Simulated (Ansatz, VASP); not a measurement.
## GeC5N8 in VASP and in Ansatz

File POSCAR:

```
GeC5N8
1.0
    6.5587538442      0.0000000000      0.1067191107
    0.0000000000      2.5146928751      0.0000000000
   -3.1874316360      0.0000000000      5.8728463361
Ge C N
1 5 8
Direct
    0.6001440199      0.5000000000      0.8383749580
    0.8356533394      0.0000000000      0.2459685013
    0.7640927995      0.0000000000      0.5680239740
    0.2144672509      0.5000000000      0.4030068056
    0.1547035016      0.5000000000      0.7627517933
    0.4043976309      0.0000000000      0.1760617541
    0.3018199917      0.5000000000      0.6520063936
    0.6623762136      0.0000000000      0.3191358664
    0.6838708100      0.5000000000      0.6198920815
    0.7630336124      0.0000000000      1.0169921904
    0.0178161163      0.0000000000      0.7161142994
    0.9726866036      0.5000000000      0.3368208819
    0.2809648262      0.0000000000      0.3179012773
    0.3439732841      0.5000000000      0.0269492233
```

File INCAR.step1:

```
SYSTEM = GeC5N8
  PREC = Accurate
  ENCUT = 520
  ISMEAR = 0
  SIGMA = 0.01
  LREAL = .False.
  LASPH = .True.
  NELM = 100
  NBANDS = 50
  GGA = PE
  ALGO = Normal
  EDIFF = 1E-4
  LWAVE = .True.
  LCHARG = .False.
```

The input INCAR.step2:

```
SYSTEM = GeC5N8
  PREC = Accurate
  ENCUT = 520
  EDIFF = 1E-6
  ISMEAR = 0
  SIGMA = 0.01
  LREAL = .False.
  LASPH = .True.
  NELM = 100
  ALGO = Normal
  ISIF = 2
  LWAVE = .False.
  LCHARG = .True.
  METAGGA = R2SCAN
  LMIXTAU = .True.
  LELF = .True.
  LVHAR = .True.
  NBANDS = 50
  ISTART = 1
```

Contents of KPOINTS:

```
Automatic mesh
0
Gamma
  4 10 4
  0 0 0
```

Input for Ansatz:

```yaml
crystal:
  lattice:
    - [6.5587538442, 0.0, 0.1067191107]
    - [0.0, 2.5146928751, 0.0]
    - [-3.187431636, 0.0, 5.8728463361]
  atoms:
    - { symbol: Ge, position: [0.6001440199, 0.5, 0.838374958] }
    - { symbol: C, position: [0.8356533394, 0.0, 0.2459685013] }
    - { symbol: C, position: [0.7640927995, 0.0, 0.568023974] }
    - { symbol: C, position: [0.2144672509, 0.5, 0.4030068056] }
    - { symbol: C, position: [0.1547035016, 0.5, 0.7627517933] }
    - { symbol: C, position: [0.4043976309, 0.0, 0.1760617541] }
    - { symbol: "N", position: [0.3018199917, 0.5, 0.6520063936] }
    - { symbol: "N", position: [0.6623762136, 0.0, 0.3191358664] }
    - { symbol: "N", position: [0.68387081, 0.5, 0.6198920815] }
    - { symbol: "N", position: [0.7630336124, 0.0, 1.0169921904] }
    - { symbol: "N", position: [0.0178161163, 0.0, 0.7161142994] }
    - { symbol: "N", position: [0.9726866036, 0.5, 0.3368208819] }
    - { symbol: "N", position: [0.2809648262, 0.0, 0.3179012773] }
    - { symbol: "N", position: [0.3439732841, 0.5, 0.0269492233] }
kpoints:
  mp_grid: { grid: [4, 10, 4] }
  band_path:
    path:
      - [0.0, 0.0, 0.0]
      - [0.0, 0.5, 0.0]
      - [0.0, 0.5, 0.5]
      - [0.0, 0.0, 0.5]
      - [-0.5, 0.0, 0.5]
      - [-0.5, 0.5, 0.5]
      - [-0.5, 0.5, 0.0]
      - [-0.5, 0.0, 0.0]
    npoints: 1
hamiltonian:
  xc: r2scan
scf:
  occupations: { method: fixed }
  n_extra_bands: 7
output:
  forces: true
  stress: true
  eigenvalues: true
  write_density: true
  write_potential: true
  elf: true
  volumetric_format: npy
```

Alike in both runs: task single point; functional r2SCAN; k mesh 4 × 10 × 4; no spin polarisation.

```csv
,VASP,Ansatz
version,VASP 6.6.1,Ansatz 0.2.0
potentials or method,"VASP PAW PBE potentials, release 64 (Ge_d, C, N)","plane waves, PAW"
plane-wave cutoff (eV),520,500
occupations,"gaussian, width 0.01 eV",fixed
valence electrons in the cell,74,74
```

VASP gave:

| Item | Value |
| --- | --- |
| gap on the k mesh at the Fermi level (eV) | 2.97 |
| pressure (GPa) | 1.0 |
| traceless stress, the component that is largest in VASP (GPa) | -0.17 |
| rms of the force components (eV/Å) | 0.020 |

**Question.** Which values does Ansatz return?

**Answer.** gap on the k mesh at the Fermi level (eV): 2.99; pressure (GPa): 0.0; traceless stress, the component that is largest in VASP (GPa): -0.03; rms of the force components (eV/Å): 0.001.

VASP's potentials were made for PBE, not for r2SCAN. Atom by atom the forces differ by 0.020 eV/Å (rms over components).
